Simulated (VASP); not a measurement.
Crystal: Si.

```
Si
1.0
     2.65273    0.00000    0.00000
    -1.33841    2.29034    0.00000
    -0.65716   -1.14517    2.30081
Si
1
Direct
  0.00000 0.00000 0.00000
```

Base run:

| Property | Result |
| --- | --- |
| Program | VASP 6.6.1 |
| Functional | PBE |
| Potentials or basis | VASP PAW PBE potentials, release 64 (Si) |
| Cutoff | 520 eV |
| k mesh | 9 × 9 × 9 |
| Occupations | fermi-dirac, width 0.05 eV |
| Spin | no spin polarisation |

Its results: band gap on the k mesh zero (band 2 reaches 20.16 eV, above the bottom of band 3 at 7.30 eV); pressure 3.9 GPa.

**Question.** The run is repeated on the same cell with these changes: k mesh from 9 × 9 × 9 to 4 × 4 × 4. What comes out?

**Answer.** Band gap on the k mesh zero (band 2 reaches 20.15 eV, above the bottom of band 3 at 8.14 eV); pressure 2.0 GPa.

Caveats: some runs use coarse meshes.
